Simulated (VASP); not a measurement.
A run of VASP 6.6.1:

The input INCAR:

```
ALGO = Normal
EDIFF = 1E-7
EDIFFG = -0.01
ENCUT = 600
GGA = PE
IBRION = 2
ISIF = 3
ISMEAR = -1
LASPH = T
LCHARG = F
LREAL = F
LWAVE = F
NELM = 100
NSW = 60
PREC = Accurate
SIGMA = 0.05
```

KPOINTS

```
k-points
0
Gamma
  8 8 8
```

Contents of POSCAR:

```
CaSe
1.0
    0.0000000000      2.9560000000      2.9560000000
    2.9560000000      0.0000000000      2.9560000000
    2.9560000000      2.9560000000      0.0000000000
Se Ca
1 1
Direct
    0.5000000000      0.5000000000      0.5000000000
    0.0000000000      0.0000000000      0.0000000000
```

Potentials or basis: VASP PAW PBE potentials, release 64 (Se, Ca_sv).

Run with:

```bash
$ cat potpaw_PBE.64/Se/POTCAR potpaw_PBE.64/Ca_sv/POTCAR > POTCAR
$ mpirun -np 1 vasp_std > vasp.out
```

Hardware: 1 thread of Intel Xeon 8259CL, on a shared host.

Problem. How long does it take, and how much memory?

Solution. Wall time 2.1 min on 1 thread of Intel Xeon 8259CL, on a shared host, peak memory 0.22 GiB. Counts: scf iterations 31, k points 29, ion steps 3.
